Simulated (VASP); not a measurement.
Set up this calculation in VASP 6.6.1, as the native input.

```yaml
Task: single point
Functional: HSE06
Potentials_or_basis: VASP PAW PBE potentials, release 64 (Mn_pv, Si)
Cutoff: 520 eV
k_mesh: 5 × 5 × 5
Occupations: fermi-dirac, width 0.05 eV
Spin: collinear spin, ferromagnetic start
Starting_moments: "[4.0, 0.0] μB"
Dipole_correction: no
Grid_for_exact_exchange_PRECFOCK: Normal
Further_INCAR_settings: ALGO = Normal; EDIFF = 1e-07; NBANDS = 20
Share_of_exact_exchange: 0.25
Screening_parameter: 0.2079 1/Å
```

MnSi:

```
CELL_PARAMETERS angstrom
0.00000 2.84920 2.84920
2.84920 0.00000 2.84920
2.84920 2.84920 0.00000
ATOMIC_POSITIONS crystal
Mn 0.00000 0.00000 0.00000
Si 0.25000 0.25000 0.25000
```

The input as run:

POSCAR

```
MnSi
1.0
    0.0000000000      2.8492027833      2.8492027833
    2.8492027833      0.0000000000      2.8492027833
    2.8492027833      2.8492027833      0.0000000000
Mn Si
1 1
Direct
    0.0000000000      0.0000000000      0.0000000000
    0.2500000000      0.2500000000      0.2500000000
```

INCAR.step1

```
PREC     = Accurate       # precision mode
ENCUT    = 520            # plane-wave cutoff, eV
EDIFF    = 1E-5           # SCF threshold, eV
ISMEAR   = -1             # smearing method
SIGMA    = 0.05           # smearing width, eV
LREAL    = False          # projectors in reciprocal space
LASPH    = True           # aspherical terms in the spheres
NELM     = 150            # most SCF steps
ALGO     = Normal         # electronic algorithm
ISIF     = 2              # what is computed and relaxed
LWAVE    = True           # write WAVECAR
LCHARG   = False          # write CHGCAR
ISPIN    = 2              # spin polarisation
MAGMOM   = 4 0            # initial moments
LORBIT   = 11             # projections on sites
LMAXMIX  = 4              # l up to which the mixer works
GGA      = PE             # functional
NBANDS   = 20             # bands
```

INCAR.step2

```
PREC     = Accurate       # precision mode
ENCUT    = 520            # plane-wave cutoff, eV
EDIFF    = 1E-7           # SCF threshold, eV
ISMEAR   = -1             # smearing method
SIGMA    = 0.05           # smearing width, eV
LREAL    = False          # projectors in reciprocal space
LASPH    = True           # aspherical terms in the spheres
NELM     = 150            # most SCF steps
ALGO     = Normal         # electronic algorithm
ISIF     = 2              # what is computed and relaxed
LWAVE    = False          # write WAVECAR
LCHARG   = False          # write CHGCAR
ISPIN    = 2              # spin polarisation
MAGMOM   = 4 0            # initial moments
LORBIT   = 11             # projections on sites
LMAXMIX  = 4              # l up to which the mixer works
GGA      = PE             # functional
LHFCALC  = True           # exact exchange
HFSCREEN = 0.2079         # screening, 1/A
PRECFOCK = Normal       
ISTART   = 1            
NBANDS   = 20             # bands
```

KPOINTS

```
regular mesh
0
Gamma
  5 5 5
```

Potentials or basis: VASP PAW PBE potentials, release 64 (Mn_pv, Si).

The run is started by

```bash
$ cat potpaw_PBE.64/Mn_pv/POTCAR potpaw_PBE.64/Si/POTCAR > POTCAR
$ cp INCAR.step1 INCAR
$ mpirun -np 1 vasp_std > vasp.out
$ cp INCAR.step2 INCAR
$ mpirun -np 1 vasp_std > vasp.out
```

It gave:

The pressure is 0.1 GPa. The band gap on the k mesh is zero (filled and empty bands overlap). The net moment is 3.00 μB per cell. The site moments are Mn +3.91; Si -0.47 μB and the valence electrons inside the program's atomic spheres are Mn 11.48; Si 1.72.

Caveat: the k points lie up to 0.38 Å⁻¹ apart, too coarse for converged energies and pressures of a metal; the PAW data sets were made with another functional, which shifts forces and pressure a little.

Run time: 37 min on 1 thread of Intel(R) Xeon(R) Platinum 8259CL CPU @ 2.50GHz (Skylake/Cascade Lake), on a shared host, peak memory 0.31 GiB.
